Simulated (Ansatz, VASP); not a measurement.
Two plane-wave programs on NaI

The input POSCAR:

```
NaI
1.0
    0.0000000000      3.4228578445      3.2297205553
    3.4228578445      0.0000000000      3.2297205553
    3.4228578445      3.4228578445      0.0000000000
Na I
1 1
Direct
    0.0000000000      0.0000000000      0.0000000000
    0.5000000000      0.5000000000      0.5000000000
```

The input INCAR.step1:

```
ALGO = Normal ; EDIFF = 1E-4
ENCUT = 520 ; GGA = PE
ISMEAR = 0 ; LASPH = T
LCHARG = F ; LREAL = F
LWAVE = T ; NBANDS = 14
NELM = 60 ; PREC = Accurate
SIGMA = 0.01
```

Contents of INCAR.step2:

```
ALGO = Normal ; EDIFF = 1E-7
ENCUT = 520 ; ISIF = 2
ISMEAR = 0 ; ISTART = 1
LASPH = T ; LCHARG = F
LMIXTAU = T ; LREAL = F
LWAVE = F ; METAGGA = R2SCAN
NBANDS = 14 ; NELM = 60
PREC = Accurate ; SIGMA = 0.01
```

File KPOINTS:

```
k-points
0
Gamma
  8 8 8
```

Input for Ansatz:

```yaml
crystal:
  lattice:
    - [0.0, 3.4228578445, 3.2297205553]
    - [3.4228578445, 0.0, 3.2297205553]
    - [3.4228578445, 3.4228578445, 0.0]
  atoms:
    - { symbol: Na, position: [0.0, 0.0, 0.0] }
    - { symbol: I, position: [0.5, 0.5, 0.5] }
kpoints:
  mp_grid: { grid: [8, 8, 8] }
  band_path:
    path:
      - [0.0, 0.0, 0.0]
      - [0.5, 0.0, 0.5]
      - [0.625, 0.25, 0.625]
      - [0.375, 0.375, 0.75]
      - [0.5, 0.5, 0.5]
      - [0.5, 0.25, 0.75]
    npoints: 1
hamiltonian:
  xc: r2scan
scf:
  occupations: { method: fixed }
  n_extra_bands: 4
output:
  forces: true
  stress: true
  eigenvalues: true
```

Change from the starting cell: biaxial_xy strain +6.0%.

Alike in both runs: task single point; functional r2SCAN; k mesh 8 × 8 × 8; no spin polarisation.

|  | VASP | Ansatz |
| --- | --- | --- |
| version | VASP 6.6.1 | Ansatz 0.2.0 |
| potentials or method | VASP PAW PBE potentials, release 64 (Na_pv, I) | plane waves, PAW |
| plane-wave cutoff (eV) | 520 | 500 |
| occupations | gaussian, width 0.01 eV | fixed |
| valence electrons in the cell | 14 | 26 |

|  | VASP | Ansatz | Ansatz less VASP |
| --- | --- | --- | --- |
| gap on the k mesh at the Fermi level (eV) | 4.11 | 4.10 | -0.007 |
| pressure (GPa) | -1.4 | -1.4 | +0.03 |
| traceless stress, the component that is largest in VASP (GPa) | 0.58 | 0.58 | 0.000 |

VASP's potentials were made for PBE, not for r2SCAN. VASP's potentials hold 14 valence electrons a cell and Ansatz's 26, so a difference there can come from the potentials and not from the codes.

Neither program's run includes spin-orbit coupling.
